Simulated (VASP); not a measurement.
# TiAl (P-6m2) in VASP: a series of runs

Runs on TiAl. Level: LDA. Tasks: single point.

Everything below comes from runs of VASP 6.6.1. Logs are shortened: lines on timing, memory, paths and dates and some standing lists are left out, and cuts for length are marked.

### Step 1. The cell of the first run

It takes space group P-6m2 (No. 187, hexagonal). Conventional cell: a = 2.695 Å, b = 2.695 Å, c = 4.399 Å, α = 90.00°, β = 90.00°, γ = 120.00°. Ti (site symmetry -6m2) has 6 Al at 2.69 Å and 6 Ti at 2.69 Å within 3.6 Å. Within 3.6 Å of Al (site symmetry -6m2) lie 6 Ti at 2.69 Å and 6 Al at 2.69 Å.

### Step 2. Single point, LDA, collinear spin (13.83 Å³/atom)

File INCAR:

```
SYSTEM = TiAl
ALGO     = Normal         ! electronic algorithm
EDIFF    = 1E-6           ! SCF threshold, eV
ENCUT    = 520            ! plane-wave cutoff, eV
GGA      = CA             ! functional
ISIF     = 2              ! what is computed and relaxed
ISMEAR   = 0              ! smearing method
ISPIN    = 2              ! spin polarisation
LASPH    = .True.         ! aspherical terms in the spheres
LCHARG   = .False.        ! write CHGCAR
LMAXMIX  = 4              ! l up to which the mixer works
LORBIT   = 11             ! projections on sites
LREAL    = .False.        ! projectors in reciprocal space
LWAVE    = .False.        ! write WAVECAR
MAGMOM   = 1 0            ! initial moments
NBANDS   = 18             ! bands
NELM     = 150            ! most SCF steps
NUPDOWN  = 1.0            ! fixed moment
PREC     = Accurate       ! precision mode
SIGMA    = 0.15           ! smearing width, eV
```

File KPOINTS:

```
k-points
0
Gamma
  21 21 12
  0 0 0
```

File POSCAR:

```
TiAl
1.0
    2.6946785905      0.0000000000      0.0000000000
   -1.3473392953      2.3336601144      0.0000000000
    0.0000000000      0.0000000000      4.3985304247
Ti Al
1 1
Direct
    0.0000000000      0.0000000000      0.0000000000
    0.3333333333      0.6666666667      0.5000000000
```

Potentials or basis: VASP PAW LDA potentials, release 64 (Ti_sv, Al).

Run with:

```bash
$ cat potpaw_LDA.64/Ti_sv/POTCAR potpaw_LDA.64/Al/POTCAR > POTCAR
$ mpirun -np 1 vasp_std > vasp.out
```

OUTCAR:

```text
SYSTEM = TiAl
   EDIFF = 1E-6
   ENCUT = 520
   GGA = CA
   ISIF = 2
   ISMEAR = 0
   ISPIN = 2
   LASPH = .True.
   LORBIT = 11
   LREAL = .False.
   NELM = 150
   NUPDOWN = 1.0
   PREC = Accurate

 ion  position               nearest neighbor table
   1  0.000  0.000  0.000-   2 2.69   2 2.69   2 2.69   2 2.69   2 2.69   2 2.69
   2  0.333  0.667  0.500-   1 2.69   1 2.69   1 2.69   1 2.69   1 2.69   1 2.69

  LATTYP: Found a hexagonal cell.
 ALAT       =     2.6946785905
 C/A-ratio  =     1.6323024350

  Lattice vectors:

 A1 = (   2.6946785905,   0.0000000000,   0.0000000000)
 A2 = (  -1.3473392953,   2.3336601144,   0.0000000000)
 A3 = (   0.0000000000,   0.0000000000,   4.3985304247)

Analysis of symmetry for initial positions (statically):
=====================================================================
 Subroutine PRICEL returns:
 Original cell was already a primitive cell.

 Routine SETGRP: Setting up the symmetry group for a
 hexagonal supercell.

 Subroutine GETGRP returns: Found 12 space group operations
 (whereof 12 operations were pure point group operations)
 out of a pool of 24 trial point group operations.

The static configuration has the point symmetry D_3h.

Analysis of symmetry for dynamics (positions and initial velocities):
=====================================================================
 Subroutine PRICEL returns:
 Original cell was already a primitive cell.

 Routine SETGRP: Setting up the symmetry group for a
 hexagonal supercell.

 Subroutine GETGRP returns: Found 12 space group operations
 (whereof 12 operations were pure point group operations)
 out of a pool of 24 trial point group operations.

The dynamic configuration has the point symmetry D_3h.

Analysis of structural, dynamic, and magnetic symmetry:
=====================================================================
 Subroutine PRICEL returns:
 Original cell was already a primitive cell.

 Routine SETGRP: Setting up the symmetry group for a
 hexagonal supercell.

 Subroutine GETGRP returns: Found 12 space group operations
 (whereof 12 operations were pure point group operations)
 out of a pool of 24 trial point group operations.

The overall configuration has the point symmetry D_3h.

 Subroutine INISYM returns: Found 12 space group operations
 (whereof 12 operations are pure point group operations),
 and found     1 'primitive' translations

----------------------------------------------------------------------------------------

                                     Primitive cell

  volume of cell :      27.6600

  direct lattice vectors                    reciprocal lattice vectors
     2.694678591  0.000000000  0.000000000     0.371101772  0.214255708  0.000000000
    -1.347339295  2.333660114  0.000000000     0.000000000  0.428511416  0.000000000
     0.000000000  0.000000000  4.398530425     0.000000000  0.000000000  0.227348660

  length of vectors
     2.694678591  2.694678591  4.398530425     0.428511416  0.428511416  0.227348660

  position of ions in fractional coordinates (direct lattice)
     0.000000000  0.000000000  0.000000000
     0.333333333  0.666666667  0.500000000

  ion indices of the primitive-cell ions
   primitive index   ion index
                 1           1
                 2           2

----------------------------------------------------------------------------------------

 KPOINTS: k-points

Automatic generation of k-mesh.
 Grid dimensions read from file:
 generate k-points for:   21   21   12

 Generating k-lattice:

  Cartesian coordinates                     Fractional coordinates (reciprocal lattice)
     0.017671513  0.010202653  0.000000000     0.047619048  0.000000000  0.000000000
     0.000000000  0.020405306  0.000000000     0.000000000  0.047619048  0.000000000
     0.000000000  0.000000000  0.018945722     0.000000000  0.000000000  0.083333333

  Length of vectors
     0.020405306  0.020405306  0.018945722

  Shift w.r.t. Gamma in fractional coordinates (k-lattice)
     0.000000000  0.000000000  0.000000000

 Subroutine IBZKPT returns following result:
 ===========================================

 Found    336 irreducible k-points:

 Following reciprocal coordinates:
            Coordinates               Weight
  0.000000  0.000000  0.000000      1.000000
  0.047619  0.000000  0.000000      6.000000
  0.095238  0.000000  0.000000      6.000000
  0.142857  0.000000  0.000000      6.000000
  0.190476  0.000000  0.000000      6.000000
  0.238095 -0.000000  0.000000      6.000000
[... 16 lines left out ...]
  0.142857  0.095238  0.000000     12.000000
  0.190476  0.095238  0.000000     12.000000
 [... further k-points ...]
   k-points           NKPTS =    336   k-points in BZ     NKDIM =    336   number of bands    NBANDS=     18
   number of dos      NEDOS =    301   number of ions     NIONS =      2
   total plane-waves  NPLWV =  14400
   dimension x,y,z NGX =    20 NGY =   20 NGZ =   36
   dimension x,y,z NGXF=    40 NGYF=   40 NGZF=   72
   ions per type =               1   1
   NGX,Y,Z   is equivalent  to a cutoff of  12.34, 12.34, 13.61 a.u.
   NGXF,Y,Z  is equivalent  to a cutoff of  24.68, 24.68, 27.21 a.u.
 SYSTEM =  TiAl
   PREC   = accura    normal or accurate (medium, high low for compatibility)
   ISTART =      0    job   : 0-new  1-cont  2-samecut
   ICHARG =      2    charge: 1-file 2-atom 10-const
   ISPIN  =      2    spin polarized calculation?
   LNONCOLLINEAR =      F non collinear calculations
   LSORBIT =      F    spin-orbit coupling
   LASPH  =      T    aspherical Exc in radial PAW
   ENCUT  =  520.0 eV  38.22 Ry    6.18 a.u.   5.01  5.01  8.18*2*pi/ulx,y,z
   NELM   =    150;   NELMIN=  2; NELMDL= -5     # of ELM steps
   EDIFF  = 0.1E-05   stopping-criterion for ELM
   LREAL  =      F    real-space projection
   EDIFFG = 0.1E-04   stopping-criterion for IOM
   NSW    =      0    number of steps for IOM
   IBRION =     -1    ionic relax: 0-MD 1-quasi-New 2-CG
   NFREE  =      0    steps in history (QN), initial steepest desc. (CG)
   ISIF   =      2    stress and relaxation
   ISYM   =      2    0-nonsym 1-usesym 2-fastsym
   POTIM  = 0.5000    time-step for ionic-motion
   TEBEG  =    0.0;   TEEND  =   0.0 temperature during run
   PSTRESS=    0.0 pullay stress
   NELECT =      15.0000    total number of electrons
[... 12 lines left out ...]
   LORBIT       =     11    0 simple, 1 ext, 2 COOP (PROOUT), +10 PAW based schemes
   GGA     = CA    functional components
   LHFCALC =     F    Hartree Fock is set to
   AEXX    =    0.0000 exact exchange contribution
   IVDW    =     0    specifies the selected vdW correction
   LEPSILON=     F    determine dielectric tensor
   LRPA    =     F    only Hartree local field effects (RPA)
 spin polarized calculation
 Gauss-broadening in eV      SIGMA  =   0.15
  energy-cutoff  :      520.00
  volume of cell :       27.66
 maximum number of plane-waves:       768
 NGX is ok and might be reduce to    20
   NGX =  9   NGY =  9   NGZ = 17

 number of electron      14.9999995 magnetization       1.0000000

 Free energy of the ion-electron system (eV)
  ---------------------------------------------------
  ext. energy  EPLUGINS =         0.00000000
  ---------------------------------------------------
  free energy    TOTEN  =       -12.91935380 eV

  energy without entropy =      -12.90345683  energy(sigma->0) =      -12.91140531

 E-fermi :   9.4887     XC(G=0): -11.9647

 val. band max:       10.1621138890   @ k =   0.4286   0.1429   0.5000
 cond. band min:       9.4914496212   @ k =   0.1905   0.0476   0.2500
 fundamental gap:     -0.6706642679
 Fermi energy:        10.1641785859

 spin component 1

 k-point     1 :       0.0000    0.0000    0.0000
  band No.  band energies     occupation
      1     -45.9242      1.00000
      2     -22.6849      1.00000
      3     -21.9661      1.00000
      4     -21.9661      1.00000
      5      -0.2819      1.00000
      6       6.9367      1.00000
[... 10 lines left out ...]
     17      25.3872      0.00000
     18      28.3875      0.00000

 k-point     2 :       0.0476    0.0000    0.0000
  band No.  band energies     occupation
      1     -45.9196      1.00000
      2     -22.6807      1.00000
      3     -21.9910      1.00000
      4     -21.9716      1.00000
      5      -0.2174      1.00000
      6       7.0115      1.00000
[... 10 lines left out ...]
     17      26.2357      0.00000
     18      28.3397      0.00000

 k-point     3 :       0.0952    0.0000    0.0000
  band No.  band energies     occupation
      1     -45.9064      1.00000
      2     -22.6685      1.00000
      3     -22.0632      1.00000
      4     -21.9873      1.00000
      5      -0.0252      1.00000
      6       7.2277      1.00000
[... 412 lines left out ...]
 k-point    23 :       0.1429    0.0952    0.0000
  band No.  band energies     occupation
      1     -45.8483      1.00000
      2     -22.6152      1.00000
      3     -22.3579      1.00000
      4     -22.0700      1.00000
      5       0.9131      1.00000
      6       7.6486      1.00000
[... 10 lines left out ...]
     17      27.1219      0.00000
     18      27.2708      0.00000

 k-point    24 :       0.1905    0.0952    0.0000
  band No.  band energies     occupation
      1     -45.8194      1.00000
      2     -22.5887      1.00000
      3     -22.4982      1.00000
      4     -22.1122      1.00000
      5       1.4597      1.00000
      6       7.6303      1.00000
[... 10 lines left out ...]
     17      26.4400      0.00000
     18      28.0934      0.00000

 [... further k-points ...]

 spin component 2

 k-point     1 :       0.0000    0.0000    0.0000
  band No.  band energies     occupation
      1     -45.4463      1.00000
      2     -22.2459      1.00000
      3     -21.4726      1.00000
      4     -21.4726      1.00000
      5       0.0023      1.00000
      6       7.5188      1.00000
[... 10 lines left out ...]
     17      25.5968      0.00000
     18      28.6745      0.00000

 k-point     2 :       0.0476    0.0000    0.0000
  band No.  band energies     occupation
      1     -45.4418      1.00000
      2     -22.2417      1.00000
      3     -21.4973      1.00000
      4     -21.4780      1.00000
      5       0.0664      1.00000
      6       7.5933      1.00000
[... 10 lines left out ...]
     17      26.5937      0.00000
     18      28.6538      0.00000

 k-point     3 :       0.0952    0.0000    0.0000
  band No.  band energies     occupation
      1     -45.4287      1.00000
      2     -22.2295      1.00000
      3     -21.5687      1.00000
      4     -21.4936      1.00000
      5       0.2579      1.00000
      6       7.8086      1.00000
[... 412 lines left out ...]
 k-point    23 :       0.1429    0.0952    0.0000
  band No.  band energies     occupation
      1     -45.3711      1.00000
      2     -22.1763      1.00000
      3     -21.8606      1.00000
      4     -21.5756      1.00000
      5       1.1938      1.00000
      6       8.0079      1.00000
[... 10 lines left out ...]
     17      27.4443      0.00000
     18      27.5547      0.00000

 k-point    24 :       0.1905    0.0952    0.0000
  band No.  band energies     occupation
      1     -45.3425      1.00000
      2     -22.1499      1.00000
      3     -21.9996      1.00000
      4     -21.6174      1.00000
      5       1.7398      1.00000
      6       7.9981      1.00000
[... 10 lines left out ...]
     17      26.7648      0.00000
     18      28.4671      0.00000

 [... further k-points ...]

------------------------ aborting loop because EDIFF is reached ----------------------------------------

  FORCE on cell =-STRESS in cart. coord.  units (eV):
  Direction    XX          YY          ZZ          XY          YZ          ZX
  --------------------------------------------------------------------------------------
  -------------------------------------------------------------------------------------
  Total        3.6112738      3.6112738      3.3760799     -0.0000000      0.0000000      0.0000000
  in kB      209.1793568    209.1793568    195.5559870     -0.0000000      0.0000000      0.0000000
  external PRESSURE =     204.6382336 kB  Pullay stress =       0.0000000 kB

 VOLUME and BASIS-vectors are now :
 -----------------------------------------------------------------------------
  energy-cutoff  :      520.00
  volume of cell :       27.66
      direct lattice vectors                 reciprocal lattice vectors
     2.694678591  0.000000000  0.000000000     0.371101772  0.214255708  0.000000000
    -1.347339295  2.333660114  0.000000000     0.000000000  0.428511416  0.000000000
     0.000000000  0.000000000  4.398530425     0.000000000  0.000000000  0.227348660

 POSITION                                       TOTAL-FORCE (eV/Angst)
 -----------------------------------------------------------------------------------
      0.00000      0.00000      0.00000        -0.000000      0.000000      0.000000
     -0.00000      1.55577      2.19927         0.000000      0.000000      0.000000
 -----------------------------------------------------------------------------------
    total drift:                                0.000000     -0.000000      0.000000

  FREE ENERGIE OF THE ION-ELECTRON SYSTEM (eV)
  ---------------------------------------------------
  free  energy   TOTEN  =       -12.9193537979 eV

  energy  without entropy=      -12.9034568318  energy(sigma->0) =      -12.91140531

 total charge

# of ion       s       p       d       tot
------------------------------------------
    1        2.257   6.175   2.114  10.546
    2        0.451   0.455   0.000   0.906
--------------------------------------------------
tot          2.708   6.630   2.114  11.452

 magnetization (x)

# of ion       s       p       d       tot
------------------------------------------
    1        0.011   0.066   0.527   0.603
    2        0.007   0.033   0.000   0.039
--------------------------------------------------
tot          0.017   0.098   0.527   0.643
```

It took 3.8 min on 1 thread of AMD EPYC 7R13 (Zen 3), shared host; peak memory 0.3 GiB.

What came out:

```
Free energy                                           : -12.9194 eV
Pressure                                              : 20.5 GPa
Net moment                                            : 1.00 μB per cell
Site moments                                          : Ti +0.60; Al +0.04 μB
Valence electrons inside the program's atomic spheres : Ti 10.55; Al 0.91
```

Stress tensor (GPa, compression positive):
```
20.92  0.00  0.00
 0.00 20.92  0.00
 0.00  0.00 19.56
```

Caveat: the cell stands under pressure; the total moment is fixed, so each spin has its own Fermi level and the state may be an excited one.

### Step 3. Single point, LDA, collinear spin (13.83 Å³/atom)

File INCAR:

```
SYSTEM = TiAl
PREC = Accurate ; ENCUT = 520
EDIFF = 1E-6 ; ISMEAR = 0
SIGMA = 0.15 ; LREAL = .FALSE.
LASPH = .TRUE. ; NELM = 150
ALGO = Normal ; ISIF = 2
LWAVE = .FALSE. ; LCHARG = .TRUE.
ISPIN = 2 ; MAGMOM = 0.625 0
LORBIT = 11 ; NUPDOWN = 0.625
LMAXMIX = 4 ; LELF = .TRUE.
LVHAR = .TRUE. ; NBANDS = 18
```

File KPOINTS:

```
regular mesh
0
G
  21 21 12
  0 0 0
```

POSCAR is that of step 2.

Potentials or basis: VASP PAW LDA potentials, release 64 (Ti_sv, Al).

Run with:

```bash
$ cat potpaw_LDA.64/Ti_sv/POTCAR potpaw_LDA.64/Al/POTCAR > POTCAR
$ mpirun -np 1 vasp_std > vasp.out
```

Wall time 3.9 min (1 thread of AMD EPYC 7R13 (Zen 3), shared host); peak memory 0.31 GiB.

It converged, with:

* Free energy: -13.0114 eV
* Pressure: 19.7 GPa
* Net moment: 0.62 μB per cell
* Site moments: Ti +0.36; Al +0.03 μB
* Valence electrons inside the program's atomic spheres: Ti 10.54; Al 0.91

Stress tensor (GPa, compression positive):
```
19.30  0.00  0.00
 0.00 19.30  0.00
 0.00  0.00 20.50
```

Caveat: the cell stands under pressure; the total moment is fixed, so each spin has its own Fermi level and the state may be an excited one.

### Step 4. Single point, LDA, collinear spin (17.60 Å³/atom)

This run uses another cell than the first one, of 17.60 Å³/atom.

File INCAR:

```
PREC = Accurate
ENCUT = 520
EDIFF = 1E-6
ISMEAR = 0
SIGMA = 0.15
LREAL = F
LASPH = T
NELM = 150
ALGO = Normal
ISIF = 2
LWAVE = F
LCHARG = F
ISPIN = 2
MAGMOM = 0.5 0
LORBIT = 11
NUPDOWN = 0.5
LMAXMIX = 4
NBANDS = 18
```

File KPOINTS:

```
regular mesh
0
Gamma
  21 21 12
```

File POSCAR:

```
TiAl
1.0
    2.9202514666      0.0000000000      0.0000000000
   -1.4601257333      2.5290119555      0.0000000000
    0.0000000000      0.0000000000      4.7667335796
Ti Al
1 1
Direct
    0.0000000000      0.0000000000      0.0000000000
    0.3333333333      0.6666666667      0.5000000000
```

Run with:

```bash
$ cat potpaw_LDA.64/Ti_sv/POTCAR potpaw_LDA.64/Al/POTCAR > POTCAR
$ mpirun -np 1 vasp_std > vasp.out
```

It took 3.2 min on 1 thread of AMD EPYC 9R45 (Zen 5), shared host; peak memory 0.36 GiB.

Results (log left out):

| Quantity | Value |
| --- | --- |
| Free energy | -13.1111 eV |
| Pressure | -10.5 GPa |
| Net moment | 0.50 μB per cell |
| Site moments | Ti +0.30; Al +0.01 μB |
| Valence electrons inside the program's atomic spheres | Ti 10.22; Al 0.80 |

Stress tensor (GPa, compression positive):
```
 -9.61   0.00   0.00
  0.00  -9.61   0.00
  0.00   0.00 -12.43
```

Caveat: the cell stands under tension; the total moment is fixed, so each spin has its own Fermi level and the state may be an excited one.

### Step 5. Single point, LDA, collinear spin (17.60 Å³/atom)

This run uses another cell than the first one, of 17.60 Å³/atom.

File INCAR:

```
ALGO     = Fast           # electronic algorithm
EDIFF    = 1E-6           # SCF threshold, eV
ENCUT    = 520            # plane-wave cutoff, eV
GGA      = CA             # functional
ISIF     = 2              # what is computed and relaxed
ISMEAR   = 0              # smearing method
ISPIN    = 2              # spin polarisation
LASPH    = True           # aspherical terms in the spheres
LCHARG   = False          # write CHGCAR
LMAXMIX  = 4              # l up to which the mixer works
LORBIT   = 11             # projections on sites
LREAL    = False          # projectors in reciprocal space
LWAVE    = False          # write WAVECAR
MAGMOM   = 0.25 0         # initial moments
NBANDS   = 18             # bands
NELM     = 150            # most SCF steps
NUPDOWN  = 0.25           # fixed moment
PREC     = Accurate       # precision mode
SIGMA    = 0.15           # smearing width, eV
```

File KPOINTS:

```
k-points
0
Gamma
  21 21 12
```

POSCAR is that of step 4.

Run with:

```bash
$ cat potpaw_LDA.64/Ti_sv/POTCAR potpaw_LDA.64/Al/POTCAR > POTCAR
$ mpirun -np 1 vasp_std > vasp.out
```

Wall time 5.3 min (1 thread of AMD EPYC 9R45 (Zen 5), shared host); peak memory 0.37 GiB.

Results (log left out):

```yaml
Free_energy: -13.1237 eV
Pressure: -10.6 GPa
Net_moment: 0.25 μB per cell
Site_moments: Ti +0.15; Al +0.01 μB
Valence_electrons_inside_the_program's_atomic_spheres: Ti 10.22; Al 0.80
```

Stress tensor (GPa, compression positive):
```
 -9.92   0.00   0.00
  0.00  -9.92   0.00
  0.00   0.00 -12.02
```

Caveat: the cell stands under tension; the total moment is fixed, so each spin has its own Fermi level and the state may be an excited one.

### Step 6. Summary

```csv
fixed moment (μB),cell,pressure (GPa),moment (μB)
1.0,"a = 2.695, b = 2.695, c = 4.399 Å, angles 90.0, 90.0, 120.0°, 2 atoms",20.5,1.00
0.625,"a = 2.695, b = 2.695, c = 4.399 Å, angles 90.0, 90.0, 120.0°, 2 atoms",19.7,0.62
0.5,"a = 2.920, b = 2.920, c = 4.767 Å, angles 90.0, 90.0, 120.0°, 2 atoms",-10.5,0.50
0.25,"a = 2.920, b = 2.920, c = 4.767 Å, angles 90.0, 90.0, 120.0°, 2 atoms",-10.6,0.25
```

Alike in all rows: task single point; level LDA; potentials or basis VASP PAW LDA potentials, release 64 (Ti_sv, Al); spin collinear; k mesh 21 × 21 × 12; cutoff (eV) 520; smearing gaussian 0.15 eV.

Caveats: the total moment is fixed, so each spin has its own Fermi level and the state may be an excited one; the cell stands under pressure (at least some runs); the cell stands under tension (at least some runs).

Absolute energies hang on the potentials; compare differences alone.
